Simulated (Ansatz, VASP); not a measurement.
**Ge in VASP and in Ansatz**

File POSCAR:

```
Ge
1.0
    0.0000000000      2.7906767997      2.7906767997
    2.7906767997      0.0000000000      2.7906767997
    2.7906767997      2.7906767997      0.0000000000
Ge
2
Direct
    0.7500000000      0.7500000000      0.7500000000
    0.5000000000      0.5000000000      0.5000000000
```

Contents of INCAR.step1:

```
SYSTEM = Ge
PREC = Accurate
ENCUT = 520
EDIFF = 1E-5
ISMEAR = -1
SIGMA = 0.05
LREAL = .FALSE.
LASPH = .TRUE.
NELM = 60
ALGO = Normal
ISIF = 2
LWAVE = .TRUE.
LCHARG = .FALSE.
NBANDS = 21
GGA = PE
```

File INCAR.step2:

```
SYSTEM = Ge
PREC = Accurate
ENCUT = 520
EDIFF = 1E-7
ISMEAR = -1
SIGMA = 0.05
LREAL = .FALSE.
LASPH = .TRUE.
NELM = 60
ALGO = Normal
ISIF = 2
LWAVE = .FALSE.
LCHARG = .FALSE.
GGA = PS
LHFCALC = .TRUE.
AEXX = 0.25
HFSCREEN = 0.207
PRECFOCK = Normal
NBANDS = 21
ISTART = 1
```

File KPOINTS:

```
Automatic mesh
0
G
  4 4 4
  0 0 0
```

input.yaml

```yaml
crystal:
  lattice:
    - [0.0, 2.7906767997, 2.7906767997]
    - [2.7906767997, 0.0, 2.7906767997]
    - [2.7906767997, 2.7906767997, 0.0]
  atoms:
    - { symbol: Ge, position: [0.75, 0.75, 0.75] }
    - { symbol: Ge, position: [0.5, 0.5, 0.5] }
hamiltonian:
  xc:
    exchange: hjs_pbesol
    correlation: pbesol
    exx: { coeff: 0.25, omega: 0.207 }
  pseudopotentials: { kind: paw }
kpoints:
  mp_grid: { grid: [4, 4, 4] }
scf:
  occupations: { method: fermi_dirac, width: 0.05 }
output:
  forces: true
  stress: true
  eigenvalues: true
```

Alike in both runs: task single point; functional PBEsol-based screened hybrid with a share of 0.25 of exact exchange and HFSCREEN = 0.207; k mesh 4 × 4 × 4; occupations fermi-dirac, width 0.05 eV; no spin polarisation.

|  | VASP | Ansatz |
| --- | --- | --- |
| version | VASP 6.6.1 | Ansatz 0.2.0 |
| potentials or method | VASP PAW PBE potentials, release 64 (Ge_d) | Ansatz PAW |
| plane-wave cutoff (eV) | 520 | 420 |
| valence electrons in the cell | 28 | 28 |

```tsv
	VASP	Ansatz	Ansatz less VASP
gap on the k mesh at the Fermi level (eV)	0.96	0.95	-0.011
least direct gap on the mesh (eV)	1.31	1.29	-0.023
pressure (GPa)	2.5	2.5	+0.01
```

VASP's potentials were made for PBE, not for PBEsol-based screened hybrid.

The k mesh is coarse, so the values compare programs but aren't converged.
